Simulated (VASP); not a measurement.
# B (Cm) in VASP: density of states with PBE

Aim: the density of states of B with PBE.

Program: VASP 6.6.1. These are calculated values, not measurements. Logs are shortened: lines on timing, memory, paths and dates and some standing lists are left out, and cuts for length are marked.

### Step 1. The cell of the first run

Symmetry: Cm, No. 8, monoclinic system. The conventional cell has a = 3.507 Å, b = 4.611 Å, c = 5.374 Å, α = 90.00°, β = 98.95°, γ = 90.00°. B (site symmetry 1) has 7 B at 1.72 to 1.93 Å within 2.3 Å. Within 2.3 Å of B (site symmetry 1) lie 7 B at 1.71 to 1.93 Å. B (site symmetry m) has 5 B at 1.68 to 1.82 Å within 2.2 Å. Within 2.2 Å of B (site symmetry m) lie 5 B at 1.68 to 1.86 Å.

### Step 2. Density of states, PBE

Contents of POSCAR:

```
B
1.0
    1.7534188331     -2.3055683620     -0.0014316931
    1.7534188331      2.3055683620     -0.0014316931
   -0.8320061867      0.0000000000      5.3093926412
B
6
Direct
    0.6754284309      0.2832861037      0.8870164602
    0.5084912970      0.1030364653      0.1986978425
    0.2832861037      0.6754284309      0.8870164602
    0.0479317953      0.0479317953      0.3814110484
    0.1317021149      0.1317021149      0.6971742763
    0.1030364653      0.5084912970      0.1986978425
```

Contents of INCAR.step1:

```
SYSTEM = B
ALGO = Normal
EDIFF = 1E-7
ENCUT = 520
GGA = PE
ISIF = 2
ISMEAR = 0
LASPH = .TRUE.
LCHARG = .TRUE.
LREAL = .FALSE.
LWAVE = .FALSE.
NBANDS = 18
NELM = 80
PREC = Accurate
SIGMA = 0.1
```

Contents of KPOINTS.step1:

```
k-points
0
G
  14 14 8
  0 0 0
```

Contents of INCAR.step2:

```
SYSTEM = B
ALGO = Normal
EDIFF = 1E-7
ENCUT = 520
GGA = PE
ICHARG = 11
ISIF = 2
ISMEAR = -5
LASPH = .TRUE.
LCHARG = .FALSE.
LORBIT = 10
LREAL = .FALSE.
LWAVE = .FALSE.
NEDOS = 2001
NELM = 80
PREC = Accurate
SIGMA = 0.1
```

Contents of KPOINTS.step2:

```
k-points
0
G
  21 21 12
  0 0 0
```

Potentials or basis: VASP PAW PBE potentials, release 64 (B).

On the command line:

```console
> cat potpaw_PBE.64/B/POTCAR > POTCAR
> cp INCAR.step1 INCAR
> cp KPOINTS.step1 KPOINTS
> mpirun -np 1 vasp_std > vasp.out
> cp INCAR.step2 INCAR
> cp KPOINTS.step2 KPOINTS
> mpirun -np 1 vasp_std > vasp.out
```

OUTCAR:

```text
SYSTEM = B
   EDIFF = 1E-7
   ENCUT = 520
   GGA = PE
   ICHARG = 11
   ISIF = 2
   ISMEAR = -5
   LASPH = .TRUE.
   LORBIT = 10
   LREAL = .FALSE.
   NELM = 80
   PREC = Accurate

 ion  position               nearest neighbor table
   1  0.675  0.283  0.887-   5 1.72   3 1.81   3 1.82   3 1.82   5 1.86   2 1.87   6 1.93
   2  0.508  0.103  0.199-   4 1.71   6 1.81   6 1.81   4 1.82   1 1.87   6 1.87   3 1.93
   3  0.283  0.675  0.887-   5 1.72   1 1.81   1 1.82   1 1.82   5 1.86   6 1.87   2 1.93
   4  0.048  0.048  0.381-   5 1.68   2 1.71   6 1.71   6 1.82   2 1.82
   5  0.132  0.132  0.697-   4 1.68   3 1.72   1 1.72   3 1.86   1 1.86
   6  0.103  0.508  0.199-   4 1.71   2 1.81   2 1.81   4 1.82   3 1.87   2 1.87   1 1.93

  LATTYP: Found a base centered monoclinic cell.
 ALAT       =     3.5068388352
 B/A-ratio  =     1.3148983859
 C/A-ratio  =     1.5324875543
 COS(beta)  =    -0.1556218881

  Lattice vectors:

 A1 = (   1.7534188331,  -2.3055683620,  -0.0014316931)
 A2 = (   1.7534188331,   2.3055683620,  -0.0014316931)
 A3 = (  -0.8320061867,   0.0000000000,   5.3093926412)

Analysis of symmetry for initial positions (statically):
=====================================================================
 Subroutine PRICEL returns:
 Original cell was already a primitive cell.

 Routine SETGRP: Setting up the symmetry group for a
 base centered monoclinic supercell.

 Subroutine GETGRP returns: Found  2 space group operations
 (whereof  2 operations were pure point group operations)
 out of a pool of  4 trial point group operations.

The static configuration has the point symmetry C_1h.

Analysis of symmetry for dynamics (positions and initial velocities):
=====================================================================
 Subroutine PRICEL returns:
 Original cell was already a primitive cell.

 Routine SETGRP: Setting up the symmetry group for a
 base centered monoclinic supercell.

 Subroutine GETGRP returns: Found  2 space group operations
 (whereof  2 operations were pure point group operations)
 out of a pool of  4 trial point group operations.

The dynamic configuration has the point symmetry C_1h.

 Subroutine INISYM returns: Found  2 space group operations
 (whereof  2 operations are pure point group operations),
 and found     1 'primitive' translations

----------------------------------------------------------------------------------------

                                     Primitive cell

  volume of cell :      42.9223

  direct lattice vectors                    reciprocal lattice vectors
     1.753418833 -2.305568362 -0.001431693     0.285193688 -0.216866265  0.044691159
     1.753418833  2.305568362 -0.001431693     0.285193688  0.216866265  0.044691159
    -0.832006187  0.000000000  5.309392641     0.000153807  0.000000000  0.188369562

  length of vectors
     2.896571271  2.896571271  5.374186870     0.361059159  0.361059159  0.188369625

  position of ions in fractional coordinates (direct lattice)
     0.675428431  0.283286104  0.887016460
     0.508491297  0.103036465  0.198697843
     0.283286104  0.675428431  0.887016460
     0.047931795  0.047931795  0.381411048
     0.131702115  0.131702115  0.697174276
     0.103036465  0.508491297  0.198697843

  ion indices of the primitive-cell ions
   primitive index   ion index
                 1           1
                 2           2
                 3           3
                 4           4
                 5           5
                 6           6

----------------------------------------------------------------------------------------

 KPOINTS: k-points

Automatic generation of k-mesh.
 Grid dimensions read from file:
 generate k-points for:   21   21   12

 Generating k-lattice:

  Cartesian coordinates                     Fractional coordinates (reciprocal lattice)
     0.013580652 -0.010326965  0.002128150     0.047619048 -0.000000000  0.000000000
     0.013580652  0.010326965  0.002128150    -0.000000000  0.047619048  0.000000000
     0.000012817  0.000000000  0.015697464    -0.000000000 -0.000000000  0.083333333

  Length of vectors
     0.017193293  0.017193293  0.015697469

  Shift w.r.t. Gamma in fractional coordinates (k-lattice)
     0.000000000  0.000000000  0.000000000

 TETIRR: Found  15832 inequivalent tetrahedra from    31752

 Subroutine IBZKPT returns following result:
 ===========================================

 Found   1397 irreducible k-points:

 Following reciprocal coordinates:
            Coordinates               Weight
  0.000000  0.000000  0.000000      1.000000
  0.047619  0.000000  0.000000      4.000000
  0.095238 -0.000000 -0.000000      4.000000
  0.142857 -0.000000  0.000000      4.000000
  0.190476 -0.000000 -0.000000      4.000000
  0.238095 -0.000000 -0.000000      4.000000
[... 16 lines left out ...]
 -0.428571  0.047619  0.000000      4.000000
 -0.380952  0.047619  0.000000      4.000000
 [... further k-points ...]
   k-points           NKPTS =   1397   k-points in BZ     NKDIM =   1397   number of bands    NBANDS=     13
   number of dos      NEDOS =   2001   number of ions     NIONS =      6
   total plane-waves  NPLWV =  23040
   dimension x,y,z NGX =    24 NGY =   24 NGZ =   40
   dimension x,y,z NGXF=    48 NGYF=   48 NGZF=   80
   ions per type =               6
   NGX,Y,Z   is equivalent  to a cutoff of  13.77, 13.77, 12.37 a.u.
   NGXF,Y,Z  is equivalent  to a cutoff of  27.55, 27.55, 24.75 a.u.
 SYSTEM =  B
   PREC   = accura    normal or accurate (medium, high low for compatibility)
   ISTART =      0    job   : 0-new  1-cont  2-samecut
   ICHARG =     11    charge: 1-file 2-atom 10-const
   ISPIN  =      1    spin polarized calculation?
   LNONCOLLINEAR =      F non collinear calculations
   LSORBIT =      F    spin-orbit coupling
   LASPH  =      T    aspherical Exc in radial PAW
   ENCUT  =  520.0 eV  38.22 Ry    6.18 a.u.   5.39  5.39  9.99*2*pi/ulx,y,z
   NELM   =     80;   NELMIN=  2; NELMDL=  0     # of ELM steps
   EDIFF  = 0.1E-06   stopping-criterion for ELM
   LREAL  =      F    real-space projection
   EDIFFG = 0.1E-05   stopping-criterion for IOM
   NSW    =      0    number of steps for IOM
   IBRION =     -1    ionic relax: 0-MD 1-quasi-New 2-CG
   NFREE  =      0    steps in history (QN), initial steepest desc. (CG)
   ISIF   =      2    stress and relaxation
   ISYM   =      2    0-nonsym 1-usesym 2-fastsym
   POTIM  = 0.5000    time-step for ionic-motion
   TEBEG  =    0.0;   TEEND  =   0.0 temperature during run
   PSTRESS=    0.0 pullay stress
   NELECT =      18.0000    total number of electrons
   NUPDOWN=      -1.0000    fix difference up-down
   EMIN   =  10.00;   EMAX   =-10.00  energy-range for DOS
   EFERMI =   0.00;   METHOD = LEGACY
   ISMEAR =    -5;   SIGMA  =   0.10  broadening in eV -4-tet -1-fermi 0-gaus
   EFERMI_NEDOS =   21; number of points for ismear=-14 and -15
   IALGO  =     38    algorithm
   IMIX   =      4    mixing-type and parameters
     AMIX     =   0.40;   BMIX     =  1.00
     AMIX_MAG =   1.60;   BMIX_MAG =  1.00
  volume/ion in A,a.u.               =       7.15        48.28
  Fermi-wavevector in a.u.,A,eV,Ry     =   1.225382  2.315635 20.429965  1.501560
  Thomas-Fermi vector in A             =   2.360422
   LORBIT       =     10    0 simple, 1 ext, 2 COOP (PROOUT), +10 PAW based schemes
   GGA     = PE    functional components
   LHFCALC =     F    Hartree Fock is set to
   AEXX    =    0.0000 exact exchange contribution
   IVDW    =     0    specifies the selected vdW correction
   LEPSILON=     F    determine dielectric tensor
   LRPA    =     F    only Hartree local field effects (RPA)
 non-spin polarized calculation
 Fermi weights with tetrahedron method with Bloechl corrections
  energy-cutoff  :      520.00
  volume of cell :       42.92
 maximum number of plane-waves:      1182
 NGX is ok and might be reduce to    24

 number of electron      18.0000000 magnetization

 Free energy of the ion-electron system (eV)
  ---------------------------------------------------
  ext. energy  EPLUGINS =         0.00000000
  ---------------------------------------------------
  free energy    TOTEN  =       -38.85535713 eV

  energy without entropy =      -38.85535713  energy(sigma->0) =      -38.85535713

 E-fermi :   6.0545     XC(G=0): -11.7018

 val. band max:        6.0775191025   @ k =  -0.3810   0.0476   0.0833
 cond. band min:       6.0393058892   @ k =   0.4762   0.2381   0.2500
 fundamental gap:     -0.0382132133
 Fermi energy:         6.0544866130

 k-point     1 :       0.0000    0.0000    0.0000
  band No.  band energies     occupation
      1     -10.0334      2.00000
      2      -6.0136      2.00000
      3      -3.6452      2.00000
      4       1.8150      2.00000
      5       2.2057      2.00000
      6       3.6650      2.00000
      7       4.7533      2.00000
      8       5.1673      2.00000
      9       8.4438      0.00000
     10      10.1056      0.00000
     11      10.5748      0.00000
     12      10.6654      0.00000
     13      11.5163      0.00000

 k-point     2 :       0.0476    0.0000    0.0000
  band No.  band energies     occupation
      1      -9.9999      2.00000
      2      -5.9863      2.00000
      3      -3.6075      2.00000
      4       1.5229      2.00000
      5       2.3260      2.00000
      6       3.5774      2.00000
      7       4.6264      2.00000
      8       5.2176      2.00000
      9       8.3624      0.00000
     10      10.0200      0.00000
     11      10.6105      0.00000
[... 339 lines left out ...]
 k-point    24 :      -0.3810    0.0476    0.0000
  band No.  band energies     occupation
      1      -8.0363      2.00000
      2      -4.6910      2.00000
      3      -3.6325      2.00000
      4      -1.6693      2.00000
      5      -0.4147      2.00000
      6       2.6040      2.00000
      7       2.9124      2.00000
      8       4.7551      2.00000
      9       6.0363      1.78763
     10       8.1718      0.00000
     11       9.4025      0.00000
     12      11.7771      0.00000
     13      12.2960      0.00000

 [... further k-points ...]

------------------------ aborting loop because EDIFF is reached ----------------------------------------

  FORCE on cell =-STRESS in cart. coord.  units (eV):
  Direction    XX          YY          ZZ          XY          YZ          ZX
  --------------------------------------------------------------------------------------
  -------------------------------------------------------------------------------------
  Total        0.0300076     -0.0002344      0.0197737      0.0000000      0.0000000      0.0127221
  in kB        1.1201067     -0.0087508      0.7381015      0.0000000      0.0000000      0.4748832
  external PRESSURE =       0.6164858 kB  Pullay stress =       0.0000000 kB

 VOLUME and BASIS-vectors are now :
 -----------------------------------------------------------------------------
  energy-cutoff  :      520.00
  volume of cell :       42.92
      direct lattice vectors                 reciprocal lattice vectors
     1.753418833 -2.305568362 -0.001431693     0.285193688 -0.216866265  0.044691159
     1.753418833  2.305568362 -0.001431693     0.285193688  0.216866265  0.044691159
    -0.832006187  0.000000000  5.309392641     0.000153807  0.000000000  0.188369562

 POSITION                                       TOTAL-FORCE (eV/Angst)
 -----------------------------------------------------------------------------------
      0.94302     -0.90411      4.70815         0.002094     -0.004612      0.000961
      0.90695     -0.93480      1.05409        -0.001286     -0.008186      0.001468
      0.94302      0.90411      4.70815         0.002094      0.004612      0.000961
     -0.14925      0.00000      2.02492         0.000629      0.000000      0.007392
     -0.11820      0.00000      3.70119        -0.002244      0.000000     -0.012249
      0.90695      0.93480      1.05409        -0.001286      0.008186      0.001468
 -----------------------------------------------------------------------------------
    total drift:                               -0.000219      0.000000      0.000104

  FREE ENERGIE OF THE ION-ELECTRON SYSTEM (eV)
  ---------------------------------------------------
  free  energy   TOTEN  =       -38.8553571347 eV

  energy  without entropy=      -38.8553571347  energy(sigma->0) =      -38.85535713

 total charge

# of ion       s       p       d       tot
------------------------------------------
    1        0.675   1.311   0.000   1.986
    2        0.681   1.300   0.000   1.981
    3        0.675   1.311   0.000   1.986
    4        0.709   1.321   0.000   2.030
    5        0.710   1.267   0.000   1.978
    6        0.681   1.300   0.000   1.981
--------------------------------------------------
tot          4.132   7.810   0.000  11.941
```

Run time: 4.2 min. Hardware: 1 thread of Intel Xeon 6975P-C (Granite Rapids), shared host; peak memory 0.64 GiB.

What came out:

* Valence electrons inside the program's atomic spheres: B 1.99, 1.98, 2.03

Levels at points of the mesh, in eV from the Fermi level:
| k point | band 6 | band 7 | band 8 | band 9 | band 10 | band 11 | band 12 | band 13 |
| --- | --- | --- | --- | --- | --- | --- | --- | --- |
| (0.00, 0.00, 0.00) | -2.39 | -1.30 | -0.89 | 2.39 | 4.05 | 4.52 | 4.61 | 5.46 |
| (0.00, 0.00, 0.50) | -3.87 | -1.55 | -1.34 | 2.80 | 3.34 | 4.08 | 5.25 | 5.83 |

Caveat: tetrahedron occupations give inexact forces and stress in metals.
